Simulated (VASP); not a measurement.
# InAg2F5 (P6/mmm) in VASP: a series of runs, part 3 of 3

VASP 6.6.1. The steps go on from the part before.

### Step 5. Single point, PBE, collinear spin, ferromagnetic start

Input file INCAR:

```
SYSTEM = InAg2F5
PREC = Accurate
ENCUT = 520
EDIFF = 1E-6
ISMEAR = 0
SIGMA = 0.1
LREAL = .False.
LASPH = .True.
NELM = 150
ALGO = Normal
ISIF = 2
LWAVE = .False.
LCHARG = .True.
ISPIN = 2
MAGMOM = 0 1 1 0 0 0 0 0
LORBIT = 11
LMAXMIX = 4
GGA = PE
LELF = .True.
LVHAR = .True.
NBANDS = 49
```

Input file KPOINTS:

```
regular mesh
0
Gamma
  6 6 4
  0 0 0
```

Input file POSCAR:

```
InAg2F5
1.0
    4.5753812051      0.0000000000      0.0000000000
   -2.2876906025      3.9623963556      0.0000000000
    0.0000000000      0.0000000000      6.4964989496
In Ag F
1 2 5
Direct
    0.0000000000      0.0000000000      0.5000000000
    0.3333333333      0.6666666667      0.0000000000
    0.6666666667      0.3333333333      0.0000000000
    0.3333333333      0.6666666667      0.6857710567
    0.6666666667      0.3333333333      0.6857710567
    0.6666666667      0.3333333333      0.3142289433
    0.3333333333      0.6666666667      0.3142289433
    0.0000000000      0.0000000000      0.0000000000
```

Potentials or basis: VASP PAW PBE potentials, release 64 (In_d, Ag, F).

On the command line:

```bash
$ cat potpaw_PBE.64/In_d/POTCAR potpaw_PBE.64/Ag/POTCAR potpaw_PBE.64/F/POTCAR > POTCAR
$ mpirun -np 1 vasp_std > vasp.out
```

OUTCAR:

```text
SYSTEM = InAg2F5
   PREC = Accurate
   ENCUT = 520
   EDIFF = 1E-6
   ISMEAR = 0
   LREAL = .False.
   LASPH = .True.
   NELM = 150
   ISIF = 2
   ISPIN = 2
   LORBIT = 11
   GGA = PE

 ion  position               nearest neighbor table
   1  0.000  0.000  0.500-   4 2.90   5 2.90   6 2.90   7 2.90   4 2.90   7 2.90   5 2.90   6 2.90
                             5 2.90   6 2.90   4 2.90   7 2.90
   2  0.333  0.667  0.000-   4 2.04   7 2.04   8 2.64   3 2.64   3 2.64   8 2.64   8 2.64   3 2.64

   3  0.667  0.333  0.000-   5 2.04   6 2.04   8 2.64   2 2.64   2 2.64   8 2.64   8 2.64   2 2.64

   4  0.333  0.667  0.686-   2 2.04   1 2.90   1 2.90   1 2.90
   5  0.667  0.333  0.686-   3 2.04   1 2.90   1 2.90   1 2.90
   6  0.667  0.333  0.314-   3 2.04   1 2.90   1 2.90   1 2.90
   7  0.333  0.667  0.314-   2 2.04   1 2.90   1 2.90   1 2.90
   8  0.000  0.000  0.000-   2 2.64   3 2.64   2 2.64   3 2.64   3 2.64   2 2.64

  LATTYP: Found a hexagonal cell.
 ALAT       =     4.5753812051
 C/A-ratio  =     1.4198814609

  Lattice vectors:

 A1 = (   4.5753812051,   0.0000000000,   0.0000000000)
 A2 = (  -2.2876906025,   3.9623963556,   0.0000000000)
 A3 = (   0.0000000000,   0.0000000000,   6.4964989496)

Analysis of symmetry for initial positions (statically):
=====================================================================
 Subroutine PRICEL returns:
 Original cell was already a primitive cell.

 Routine SETGRP: Setting up the symmetry group for a
 hexagonal supercell.

 Subroutine GETGRP returns: Found 24 space group operations
 (whereof 24 operations were pure point group operations)
 out of a pool of 24 trial point group operations.

The static configuration has the point symmetry D_6h.

Analysis of symmetry for dynamics (positions and initial velocities):
=====================================================================
 Subroutine PRICEL returns:
 Original cell was already a primitive cell.

 Routine SETGRP: Setting up the symmetry group for a
 hexagonal supercell.

 Subroutine GETGRP returns: Found 24 space group operations
 (whereof 24 operations were pure point group operations)
[... 1238 lines left out ...]
      2     -19.0311      1.00000
      3     -18.8944      1.00000
      4     -18.6599      1.00000
      5     -18.5299      1.00000
      6     -11.1234      1.00000
[... 1039 lines left out ...]
     46      16.3314      0.00000
     47      16.3314      0.00000
 [bands above 47 left out]

------------------------ aborting loop because EDIFF is reached ----------------------------------------

  FORCE on cell =-STRESS in cart. coord.  units (eV):
  Direction    XX          YY          ZZ          XY          YZ          ZX
  --------------------------------------------------------------------------------------
  -------------------------------------------------------------------------------------
  Total       -0.2960971     -0.2960971     -0.1710260     -0.0000000      0.0000000      0.0000000
  in kB       -4.0279137     -4.0279137     -2.3265277     -0.0000000      0.0000000      0.0000000
  external PRESSURE =      -3.4607850 kB  Pullay stress =       0.0000000 kB

 VOLUME and BASIS-vectors are now :
 -----------------------------------------------------------------------------
  energy-cutoff  :      520.00
  volume of cell :      117.78
      direct lattice vectors                 reciprocal lattice vectors
     4.575381205  0.000000000  0.000000000     0.218561024  0.126186266  0.000000000
    -2.287690603  3.962396356  0.000000000     0.000000000  0.252372532  0.000000000
     0.000000000  0.000000000  6.496498950     0.000000000  0.000000000  0.153929064

 POSITION                                       TOTAL-FORCE (eV/Angst)
 -----------------------------------------------------------------------------------
      0.00000      0.00000      3.24825        -0.000000     -0.000000      0.000000
     -0.00000      2.64160      0.00000        -0.000000     -0.000000      0.000000
      2.28769      1.32080      0.00000        -0.000000     -0.000000      0.000000
     -0.00000      2.64160      4.45511        -0.000000      0.000000     -0.030199
      2.28769      1.32080      4.45511         0.000000     -0.000000     -0.030199
      2.28769      1.32080      2.04139         0.000000      0.000000      0.030199
     -0.00000      2.64160      2.04139        -0.000000     -0.000000      0.030199
      0.00000      0.00000      0.00000        -0.000000     -0.000000      0.000000
 -----------------------------------------------------------------------------------
    total drift:                               -0.000000      0.000000      0.000000

  FREE ENERGIE OF THE ION-ELECTRON SYSTEM (eV)
  ---------------------------------------------------
  free  energy   TOTEN  =       -26.0440708932 eV

  energy  without entropy=      -26.0095338067  energy(sigma->0) =      -26.02680235

 total charge

# of ion       s       p       d       tot
------------------------------------------
    1        0.878   0.114   9.874  10.866
    2        0.343   0.274   9.147   9.764
    3        0.343   0.274   9.147   9.764
    4        1.748   4.264   0.000   6.012
    5        1.748   4.264   0.000   6.012
    6        1.748   4.264   0.000   6.012
    7        1.748   4.264   0.000   6.012
    8        1.746   4.261   0.000   6.007
--------------------------------------------------
tot         10.300  21.979  28.168  60.448

 magnetization (x)

# of ion       s       p       d       tot
------------------------------------------
    1        0.005   0.000   0.000   0.006
    2        0.000  -0.000   0.001   0.001
    3        0.000  -0.000   0.001   0.001
    4        0.000   0.001   0.000   0.001
    5        0.000   0.001   0.000   0.001
    6        0.000   0.001   0.000   0.001
    7        0.000   0.001   0.000   0.001
    8        0.000   0.000   0.000   0.001
--------------------------------------------------
tot          0.006   0.005   0.002   0.013
```

OSZICAR:

```text
N       E                     dE             d eps       ncg     rms          rms(c)
DAV:   1     0.754303166336E+03    0.75430E+03   -0.34281E+04  4172   0.162E+03
DAV:   2     0.574062444440E+02   -0.69690E+03   -0.64336E+03  4534   0.440E+02
DAV:   3    -0.303027824603E+02   -0.87709E+02   -0.85066E+02  4509   0.156E+02
DAV:   4    -0.332698092147E+02   -0.29670E+01   -0.29569E+01  4703   0.301E+01
DAV:   5    -0.333420510337E+02   -0.72242E-01   -0.72228E-01  5173   0.472E+00    0.197E+01
DAV:   6    -0.286041676096E+02    0.47379E+01   -0.35695E+01  4893   0.399E+01    0.222E+01
DAV:   7    -0.264329909940E+02    0.21712E+01   -0.57997E+00  4642   0.192E+01    0.105E+01
DAV:   8    -0.263388480737E+02    0.94143E-01   -0.53445E+00  4954   0.137E+01    0.475E+00
DAV:   9    -0.260597080626E+02    0.27914E+00   -0.19735E+00  4678   0.770E+00    0.314E+00
DAV:  10    -0.260678762510E+02   -0.81682E-02   -0.16164E-01  4867   0.176E+00    0.153E+00
DAV:  11    -0.260440062133E+02    0.23870E-01   -0.32185E-02  5047   0.127E+00    0.524E-01
DAV:  12    -0.260439929234E+02    0.13290E-04   -0.64680E-03  4830   0.521E-01    0.228E-01
DAV:  13    -0.260440596685E+02   -0.66745E-04   -0.68404E-04  4606   0.175E-01    0.105E-01
DAV:  14    -0.260440692531E+02   -0.95846E-05   -0.16606E-04  4987   0.856E-02    0.520E-02
DAV:  15    -0.260440674246E+02    0.18285E-05   -0.22810E-05  4770   0.452E-02    0.206E-02
DAV:  16    -0.260440707683E+02   -0.33437E-05   -0.16336E-05  4959   0.269E-02    0.109E-02
DAV:  17    -0.260440708932E+02   -0.12490E-06   -0.19569E-06  3212   0.814E-03
   1 F= -.26044071E+02 E0= -.26026802E+02  d E =-.345371E-01  mag=     0.0135
```

Wall time 3.9 min (1 thread of Intel Xeon Platinum 8375C at 2.90GHz (Ice Lake), shared host); peak memory 0.39 GiB.

What came out:

| Quantity | Value |
| --- | --- |
| Free energy | -26.0441 eV |
| Pressure | -0.3 GPa |
| Largest force | 0.030 eV/Å |
| Band gap on the k mesh | zero (filled and empty bands overlap) |
| Net moment | 0.02 μB per cell |
| Valence electrons inside the program's atomic spheres | In 10.87; Ag 9.76; F 6.01 |

Forces on the atoms (eV/Å):
```
In   0.000  0.000  0.000
Ag   0.000  0.000  0.000
Ag   0.000  0.000  0.000
F    0.000  0.000 -0.030
F    0.000  0.000 -0.030
F    0.000  0.000  0.030
F    0.000  0.000  0.030
F    0.000  0.000  0.000
```

Stress tensor (GPa, compression positive):
```
-0.40  0.00  0.00
 0.00 -0.40  0.00
 0.00  0.00 -0.23
```

Levels at points of the mesh, in eV from the Fermi level:
Spin up:
```csv
k point,band 33,band 34,band 35,band 36,band 37,band 38
"(0.00, 0.00, 0.00)",-1.13,-1.12,-1.12,-0.07,3.30,4.71
"(0.50, 0.00, 0.00)",-1.00,-0.91,-0.53,0.06,4.03,4.32
"(0.00, 0.00, 0.50)",-1.13,-1.13,-0.83,0.52,2.91,5.58
"(0.50, 0.00, 0.50)",-1.15,-0.34,-0.06,0.27,4.20,4.90
```
Spin down:
| k point | band 33 | band 34 | band 35 | band 36 | band 37 | band 38 |
| --- | --- | --- | --- | --- | --- | --- |
| (0.00, 0.00, 0.00) | -1.13 | -1.11 | -1.11 | -0.07 | 3.30 | 4.71 |
| (0.50, 0.00, 0.00) | -1.00 | -0.91 | -0.53 | 0.06 | 4.03 | 4.32 |
| (0.00, 0.00, 0.50) | -1.13 | -1.13 | -0.82 | 0.53 | 2.91 | 5.58 |
| (0.50, 0.00, 0.50) | -1.15 | -0.34 | -0.06 | 0.28 | 4.20 | 4.90 |

Caveat: spin-orbit coupling is left out, which moves the levels of the heavy elements.

### Step 6. The runs side by side

```csv
spin,cell,k mesh,gap on the mesh (eV),pressure (GPa),largest force (eV/Å)
off,"a = 4.575, b = 4.575, c = 6.496 Å, angles 90.0, 90.0, 120.0°, 8 atoms",6 × 6 × 4,none,-0.3,0.03
off,"a = 4.574, b = 4.574, c = 6.468 Å, angles 90.0, 90.0, 120.0°, 8 atoms",6 × 6 × 2,none,-0.3,0.04
off,"a = 4.485, b = 4.485, c = 7.633 Å, angles 90.0, 90.0, 120.0°, 8 atoms",6 × 6 × 2,none,22.2,6.99
"collinear, ferromagnetic start","a = 4.575, b = 4.575, c = 6.496 Å, angles 90.0, 90.0, 120.0°, 8 atoms",6 × 6 × 4,none,-0.3,0.03
```

Alike in all rows: task single point; level PBE; potentials or basis VASP PAW PBE potentials, release 64 (In_d, Ag, F); cutoff (eV) 520; smearing gaussian 0.1 eV.

Caveats: some runs use coarse meshes; spin-orbit coupling is left out, which moves the levels of the heavy elements; forces of over 1 eV/Å act on the atoms, so gaps and moduli don't describe the material at rest (some runs).

Absolute energies hang on the potentials; compare differences alone.
